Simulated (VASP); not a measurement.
# Ge (I4/mmm) in VASP: further runs

Runs on Ge. Level: PBE. Tasks: single point.

Everything below comes from runs of VASP 6.6.1. Logs are shortened: lines on timing, memory, paths and dates and some standing lists are left out, and cuts for length are marked.

## (1) The cell of the first run

It takes space group I4/mmm (No. 139, tetragonal). Conventional cell: a = 3.217 Å, b = 3.217 Å, c = 3.746 Å, α = 90.00°, β = 90.00°, γ = 90.00°. Ge (site symmetry 4/mmm) has 14 Ge at 2.95 to 3.75 Å within 3.9 Å.

## (2) Single point, PBE

Input file INCAR:

```
PREC = Accurate
ENCUT = 520
EDIFF = 1E-6
ISMEAR = 0
SIGMA = 0.027000000000000003
LREAL = False
LASPH = True
NELM = 80
ALGO = Normal
ISIF = 2
LWAVE = False
LCHARG = True
GGA = PE
LELF = True
LVHAR = True
NBANDS = 13
```

Input file KPOINTS:

```
regular mesh
0
Gamma
  12 12 12
```

Input file POSCAR:

```
Ge
1.0
   -1.6084200000      1.6084200000      1.8731800000
    1.6084200000     -1.6084200000      1.8731800000
    1.6084200000      1.6084200000     -1.8731800000
Ge
1
Direct
    0.5000000000      0.5000000000      0.0000000000
```

Potentials or basis: VASP PAW PBE potentials, release 64 (Ge_d).

The run is started by

```bash
cat potpaw_PBE.64/Ge_d/POTCAR > POTCAR
mpirun -np 1 vasp_std > vasp.out
```

OUTCAR:

```text
PREC = Accurate
   ENCUT = 520
   EDIFF = 1E-6
   ISMEAR = 0
   LREAL = False
   LASPH = True
   NELM = 80
   ISIF = 2
   GGA = PE

 ion  position               nearest neighbor table
   1  0.500  0.500  0.000-

  LATTYP: Found a body centered tetragonal cell.
 ALAT       =     3.2168400000
 C/A-ratio  =     1.1646087465

  Lattice vectors:

 A1 = (  -1.6084200000,   1.6084200000,   1.8731800000)
 A2 = (   1.6084200000,  -1.6084200000,   1.8731800000)
 A3 = (   1.6084200000,   1.6084200000,  -1.8731800000)

Analysis of symmetry for initial positions (statically):
=====================================================================
 Subroutine PRICEL returns:
 Original cell was already a primitive cell.

 Routine SETGRP: Setting up the symmetry group for a
 body centered tetragonal supercell.

 Subroutine GETGRP returns: Found 16 space group operations
 (whereof 16 operations were pure point group operations)
 out of a pool of 16 trial point group operations.

The static configuration has the point symmetry D_4h.

Analysis of symmetry for dynamics (positions and initial velocities):
=====================================================================
 Subroutine PRICEL returns:
 Original cell was already a primitive cell.

 Routine SETGRP: Setting up the symmetry group for a
 body centered tetragonal supercell.

 Subroutine GETGRP returns: Found 16 space group operations
 (whereof 16 operations were pure point group operations)
 out of a pool of 16 trial point group operations.

The dynamic configuration has the point symmetry D_4h.

 Subroutine INISYM returns: Found 16 space group operations
 (whereof 16 operations are pure point group operations),
 and found     1 'primitive' translations

----------------------------------------------------------------------------------------

                                     Primitive cell

  volume of cell :      19.3838

  direct lattice vectors                    reciprocal lattice vectors
    -1.608420000  1.608420000  1.873180000     0.000000000  0.310864078  0.266925763
     1.608420000 -1.608420000  1.873180000     0.310864078  0.000000000  0.266925763
     1.608420000  1.608420000 -1.873180000     0.310864078  0.310864078  0.000000000

  length of vectors
     2.946664743  2.946664743  2.946664743     0.409738743  0.409738743  0.439628195

  position of ions in fractional coordinates (direct lattice)
     0.500000000  0.500000000  0.000000000

  ion indices of the primitive-cell ions
   primitive index   ion index
                 1           1

----------------------------------------------------------------------------------------

 KPOINTS: regular mesh

Automatic generation of k-mesh.
 Grid dimensions read from file:
 generate k-points for:   12   12   12

 Generating k-lattice:

  Cartesian coordinates                     Fractional coordinates (reciprocal lattice)
     0.000000000  0.025905340  0.022243814     0.083333333  0.000000000  0.000000000
     0.025905340  0.000000000  0.022243814     0.000000000  0.083333333  0.000000000
     0.025905340  0.025905340  0.000000000     0.000000000  0.000000000  0.083333333

  Length of vectors
     0.034144895  0.034144895  0.036635683

  Shift w.r.t. Gamma in fractional coordinates (k-lattice)
     0.000000000  0.000000000  0.000000000

 Subroutine IBZKPT returns following result:
 ===========================================

 Found    163 irreducible k-points:

 Following reciprocal coordinates:
            Coordinates               Weight
  0.000000  0.000000  0.000000      1.000000
  0.083333  0.000000 -0.000000      8.000000
  0.166667  0.000000  0.000000      8.000000
  0.250000 -0.000000  0.000000      8.000000
  0.333333 -0.000000  0.000000      8.000000
  0.416667 -0.000000  0.000000      8.000000
[... 16 lines left out ...]
  0.500000  0.166667  0.000000     16.000000
 -0.416667  0.166667 -0.000000     16.000000
 [... further k-points ...]
   k-points           NKPTS =    163   k-points in BZ     NKDIM =    163   number of bands    NBANDS=     13
   number of dos      NEDOS =    301   number of ions     NIONS =      1
   total plane-waves  NPLWV =  13824
   dimension x,y,z NGX =    24 NGY =   24 NGZ =   24
   dimension x,y,z NGXF=    48 NGYF=   48 NGZF=   48
   ions per type =               1
   NGX,Y,Z   is equivalent  to a cutoff of  13.54, 13.54, 13.54 a.u.
   NGXF,Y,Z  is equivalent  to a cutoff of  27.08, 27.08, 27.08 a.u.
 SYSTEM =  unknown system
   PREC   = accura    normal or accurate (medium, high low for compatibility)
   ISTART =      0    job   : 0-new  1-cont  2-samecut
   ICHARG =      2    charge: 1-file 2-atom 10-const
   ISPIN  =      1    spin polarized calculation?
   LNONCOLLINEAR =      F non collinear calculations
   LSORBIT =      F    spin-orbit coupling
   LASPH  =      T    aspherical Exc in radial PAW
   ENCUT  =  520.0 eV  38.22 Ry    6.18 a.u.   5.48  5.48  5.48*2*pi/ulx,y,z
   NELM   =     80;   NELMIN=  2; NELMDL= -5     # of ELM steps
   EDIFF  = 0.1E-05   stopping-criterion for ELM
   LREAL  =      F    real-space projection
[... 7 lines left out ...]
   TEBEG  =    0.0;   TEEND  =   0.0 temperature during run
   PSTRESS=    0.0 pullay stress
   NELECT =      14.0000    total number of electrons
   NUPDOWN=      -1.0000    fix difference up-down
   EMIN   =  10.00;   EMAX   =-10.00  energy-range for DOS
   EFERMI =   0.00;   METHOD = LEGACY
   ISMEAR =     0;   SIGMA  =   0.03  broadening in eV -4-tet -1-fermi 0-gaus
   EFERMI_NEDOS =   21; number of points for ismear=-14 and -15
   IALGO  =     38    algorithm
   IMIX   =      4    mixing-type and parameters
     AMIX     =   0.40;   BMIX     =  1.00
     AMIX_MAG =   1.60;   BMIX_MAG =  1.00
  volume/ion in A,a.u.               =      19.38       130.81
  Fermi-wavevector in a.u.,A,eV,Ry     =   1.468829  2.775685 29.354024  2.157460
  Thomas-Fermi vector in A             =   2.584280
   LORBIT       =      0    0 simple, 1 ext, 2 COOP (PROOUT), +10 PAW based schemes
   GGA     = PE    functional components
   LHFCALC =     F    Hartree Fock is set to
   AEXX    =    0.0000 exact exchange contribution
   IVDW    =     0    specifies the selected vdW correction
   LEPSILON=     F    determine dielectric tensor
   LRPA    =     F    only Hartree local field effects (RPA)
 non-spin polarized calculation
 Gauss-broadening in eV      SIGMA  =   0.03
  energy-cutoff  :      520.00
  volume of cell :       19.38
 maximum number of plane-waves:       536
 NGX is ok and might be reduce to    24
   NGX = 11   NGY = 11   NGZ = 11

 number of electron      13.9999999 magnetization

 Free energy of the ion-electron system (eV)
  ---------------------------------------------------
  ext. energy  EPLUGINS =         0.00000000
  ---------------------------------------------------
  free energy    TOTEN  =        -4.18354758 eV

  energy without entropy =       -4.18343936  energy(sigma->0) =       -4.18349347

 E-fermi :   6.6005     XC(G=0): -11.1612

 val. band max:        6.5940371561   @ k =  -0.3333   0.3333   0.1667
 cond. band min:       6.6236303733   @ k =   0.3333   0.3333   0.1667
 fundamental gap:      0.0295932172
 Fermi energy:         6.6005421035

 k-point     1 :       0.0000    0.0000    0.0000
  band No.  band energies     occupation
      1     -18.2207      2.00000
      2     -18.2207      2.00000
      3     -18.2023      2.00000
      4     -18.1687      2.00000
      5     -18.1314      2.00000
      6      -6.4373      2.00000
      7      15.1098      0.00000
      8      15.4110      0.00000
      9      15.4111      0.00000
     10      20.4283      0.00000
     11      20.4283      0.00000
     12      21.8065      0.00000
     13      22.0379      0.00000

 k-point     2 :       0.0833    0.0000   -0.0000
  band No.  band energies     occupation
      1     -18.2181      2.00000
      2     -18.2179      2.00000
      3     -18.1994      2.00000
      4     -18.1690      2.00000
      5     -18.1329      2.00000
      6      -6.2648      2.00000
      7      13.7557      0.00000
      8      14.9266      0.00000
      9      15.1397      0.00000
     10      19.8220      0.00000
     11      20.6844      0.00000
     12      21.4797      0.00000
     13      22.8693      0.00000

 k-point     3 :       0.1667    0.0000    0.0000
  band No.  band energies     occupation
      1     -18.2179      2.00000
      2     -18.2119      2.00000
      3     -18.1837      2.00000
      4     -18.1694      2.00000
      5     -18.1364      2.00000
      6      -5.7477      2.00000
      7      10.8618      0.00000
      8      13.9558      0.00000
      9      14.8417      0.00000
     10      18.9190      0.00000
     11      19.9326      0.00000
     12      21.6603      0.00000
     13      22.6063      0.00000
[... 305 lines left out ...]
 k-point    23 :       0.5000    0.1667    0.0000
  band No.  band energies     occupation
      1     -18.2284      2.00000
      2     -18.1969      2.00000
      3     -18.1618      2.00000
      4     -18.1429      2.00000
      5     -18.1151      2.00000
      6      -1.5074      2.00000
      7       2.8009      2.00000
      8       8.5624      0.00000
      9      12.0156      0.00000
     10      17.6253      0.00000
     11      19.6209      0.00000
     12      23.0026      0.00000
     13      27.0548      0.00000

 k-point    24 :      -0.4167    0.1667   -0.0000
  band No.  band energies     occupation
      1     -18.2280      2.00000
      2     -18.2004      2.00000
      3     -18.1620      2.00000
      4     -18.1459      2.00000
      5     -18.1222      2.00000
      6      -2.9434      2.00000
      7       5.0642      2.00000
      8       9.3256      0.00000
      9      12.0695      0.00000
     10      17.0857      0.00000
     11      19.9426      0.00000
     12      22.9235      0.00000
     13      24.6328      0.00000

 [... further k-points ...]
[... 5 lines left out ...]
  --------------------------------------------------------------------------------------
  -------------------------------------------------------------------------------------
  Total        0.0508569      0.0508569      0.1660494      0.0000000      0.0000000      0.0000000
  in kB        4.2036066      4.2036066     13.7249050      0.0000000      0.0000000      0.0000000
  external PRESSURE =       7.3773727 kB  Pullay stress =       0.0000000 kB

 VOLUME and BASIS-vectors are now :
 -----------------------------------------------------------------------------
  energy-cutoff  :      520.00
  volume of cell :       19.38
      direct lattice vectors                 reciprocal lattice vectors
    -1.608420000  1.608420000  1.873180000     0.000000000  0.310864078  0.266925763
     1.608420000 -1.608420000  1.873180000     0.310864078  0.000000000  0.266925763
     1.608420000  1.608420000 -1.873180000     0.310864078  0.310864078  0.000000000

 POSITION                                       TOTAL-FORCE (eV/Angst)
 -----------------------------------------------------------------------------------
      0.00000      0.00000      1.87318         0.000000      0.000000      0.000000
 -----------------------------------------------------------------------------------
    total drift:                               -0.000000      0.000000      0.000000

  FREE ENERGIE OF THE ION-ELECTRON SYSTEM (eV)
  ---------------------------------------------------
  free  energy   TOTEN  =        -4.1835475779 eV

  energy  without entropy=       -4.1834393570  energy(sigma->0) =       -4.18349347
```

Run time: 9.1 s. Hardware: 1 thread of Intel Xeon 6975P-C (Granite Rapids), shared host; peak memory 0.16 GiB.

What came out:

- Free energy: -4.1835 eV
- Pressure: 0.7 GPa
- Band gap on the k mesh: zero (band 7 reaches 15.11 eV, above the bottom of band 8 at 3.80 eV)

## (3) Single point, PBE

Input file INCAR:

```
PREC = Accurate
ENCUT = 520
EDIFF = 1E-7
ISMEAR = 0
SIGMA = 0.028000000000000004
LREAL = F
LASPH = T
NELM = 100
ALGO = Normal
ISIF = 2
LWAVE = F
LCHARG = F
GGA = PE
NBANDS = 13
```

Input file KPOINTS:

```
Automatic mesh
0
Gamma
  12 12 12
```

POSCAR is that of step 2.

Potentials or basis: VASP PAW PBE potentials, release 64 (Ge_d).

The run is started by

```bash
cat potpaw_PBE.64/Ge_d/POTCAR > POTCAR
mpirun -np 1 vasp_std > vasp.out
```

OUTCAR:

```text
PREC = Accurate
   ENCUT = 520
   EDIFF = 1E-7
   ISMEAR = 0
   LREAL = F
   LASPH = T
   NELM = 100
   ISIF = 2
   GGA = PE

 ion  position               nearest neighbor table
   1  0.500  0.500  0.000-

  LATTYP: Found a body centered tetragonal cell.
 ALAT       =     3.2168400000
 C/A-ratio  =     1.1646087465

  Lattice vectors:

 A1 = (  -1.6084200000,   1.6084200000,   1.8731800000)
 A2 = (   1.6084200000,  -1.6084200000,   1.8731800000)
 A3 = (   1.6084200000,   1.6084200000,  -1.8731800000)

Analysis of symmetry for initial positions (statically):
=====================================================================
 Subroutine PRICEL returns:
 Original cell was already a primitive cell.

 Routine SETGRP: Setting up the symmetry group for a
 body centered tetragonal supercell.

 Subroutine GETGRP returns: Found 16 space group operations
 (whereof 16 operations were pure point group operations)
 out of a pool of 16 trial point group operations.

The static configuration has the point symmetry D_4h.

Analysis of symmetry for dynamics (positions and initial velocities):
=====================================================================
 Subroutine PRICEL returns:
 Original cell was already a primitive cell.

 Routine SETGRP: Setting up the symmetry group for a
 body centered tetragonal supercell.

 Subroutine GETGRP returns: Found 16 space group operations
 (whereof 16 operations were pure point group operations)
 out of a pool of 16 trial point group operations.

The dynamic configuration has the point symmetry D_4h.

 Subroutine INISYM returns: Found 16 space group operations
 (whereof 16 operations are pure point group operations),
 and found     1 'primitive' translations

----------------------------------------------------------------------------------------

                                     Primitive cell

[... 110 lines left out ...]
  Fermi-wavevector in a.u.,A,eV,Ry     =   1.468829  2.775685 29.354024  2.157460
  Thomas-Fermi vector in A             =   2.584280
   LORBIT       =      0    0 simple, 1 ext, 2 COOP (PROOUT), +10 PAW based schemes
   GGA     = PE    functional components
   LHFCALC =     F    Hartree Fock is set to
   AEXX    =    0.0000 exact exchange contribution
   IVDW    =     0    specifies the selected vdW correction
   LEPSILON=     F    determine dielectric tensor
   LRPA    =     F    only Hartree local field effects (RPA)
 non-spin polarized calculation
 Gauss-broadening in eV      SIGMA  =   0.03
  energy-cutoff  :      520.00
  volume of cell :       19.38
 maximum number of plane-waves:       536
 NGX is ok and might be reduce to    24
   NGX = 11   NGY = 11   NGZ = 11

 number of electron      13.9999999 magnetization

 Free energy of the ion-electron system (eV)
  ---------------------------------------------------
  ext. energy  EPLUGINS =         0.00000000
  ---------------------------------------------------
  free energy    TOTEN  =        -4.18355145 eV

  energy without entropy =       -4.18343542  energy(sigma->0) =       -4.18349344

 E-fermi :   6.6008     XC(G=0): -11.1611

 val. band max:        6.5940155008   @ k =  -0.3333   0.3333   0.1667
 cond. band min:       6.6236033884   @ k =   0.3333   0.3333   0.1667
 fundamental gap:      0.0295878875
 Fermi energy:         6.6007900059

 k-point     1 :       0.0000    0.0000    0.0000
  band No.  band energies     occupation
      1     -18.2209      2.00000
      2     -18.2209      2.00000
      3     -18.2025      2.00000
      4     -18.1689      2.00000
      5     -18.1316      2.00000
      6      -6.4373      2.00000
      7      15.1097      0.00000
      8      15.4110      0.00000
      9      15.4110      0.00000
     10      20.4283      0.00000
     11      20.4283      0.00000
     12      21.8064      0.00000
     13      22.0379      0.00000
[... 354 lines left out ...]
  band No.  band energies     occupation
      1     -18.2282      2.00000
      2     -18.2006      2.00000
      3     -18.1622      2.00000
      4     -18.1461      2.00000
      5     -18.1224      2.00000
      6      -2.9434      2.00000
      7       5.0641      2.00000
      8       9.3255      0.00000
      9      12.0695      0.00000
     10      17.0857      0.00000
     11      19.9426      0.00000
     12      22.9234      0.00000
     13      24.6328      0.00000

 [... further k-points ...]
[... 5 lines left out ...]
  --------------------------------------------------------------------------------------
  -------------------------------------------------------------------------------------
  Total        0.0665108      0.0665108      0.1814072      0.0000000      0.0000000      0.0000000
  in kB        5.4974875      5.4974875     14.9943135      0.0000000      0.0000000      0.0000000
  external PRESSURE =       8.6630961 kB  Pullay stress =       0.0000000 kB

 VOLUME and BASIS-vectors are now :
 -----------------------------------------------------------------------------
  energy-cutoff  :      520.00
  volume of cell :       19.38
      direct lattice vectors                 reciprocal lattice vectors
    -1.608420000  1.608420000  1.873180000     0.000000000  0.310864078  0.266925763
     1.608420000 -1.608420000  1.873180000     0.310864078  0.000000000  0.266925763
     1.608420000  1.608420000 -1.873180000     0.310864078  0.310864078  0.000000000

 POSITION                                       TOTAL-FORCE (eV/Angst)
 -----------------------------------------------------------------------------------
      0.00000      0.00000      1.87318         0.000000     -0.000000      0.000000
 -----------------------------------------------------------------------------------
    total drift:                               -0.000000      0.000000      0.000000

  FREE ENERGIE OF THE ION-ELECTRON SYSTEM (eV)
  ---------------------------------------------------
  free  energy   TOTEN  =        -4.1835514533 eV

  energy  without entropy=       -4.1834354171  energy(sigma->0) =       -4.18349344
```

Wall time 10 s (1 thread of Intel Xeon 6975P-C (Granite Rapids), shared host); peak memory 0.16 GiB.

Results:

- Free energy: -4.1836 eV
- Pressure: 0.9 GPa
- Band gap on the k mesh: zero (band 7 reaches 15.11 eV, above the bottom of band 8 at 3.80 eV)

Stress tensor (GPa, compression positive):
```
0.55 0.00 0.00
0.00 0.55 0.00
0.00 0.00 1.50
```

Levels at points of the mesh, in eV from the Fermi level:
```
           k point  band 3  band 4  band 5  band 6  band 7  band 8  band 9  band 10  band 11  band 12
(0.00, 0.00, 0.00)  -24.80  -24.77  -24.73  -13.04    8.51    8.81    8.81    13.83    13.83    15.21
(0.50, 0.00, 0.00)  -24.77  -24.73  -24.70   -7.81   -5.40    5.03    7.26    10.25    10.66    15.69
(0.50, 0.50, 0.00)  -24.74  -24.73  -24.69   -6.74   -4.86    3.08    4.57     7.68     7.83    22.46
(0.50, 0.50, 0.50)  -24.72  -24.70  -24.70   -3.62   -2.49    0.69    0.69     4.42     5.21    26.42
```
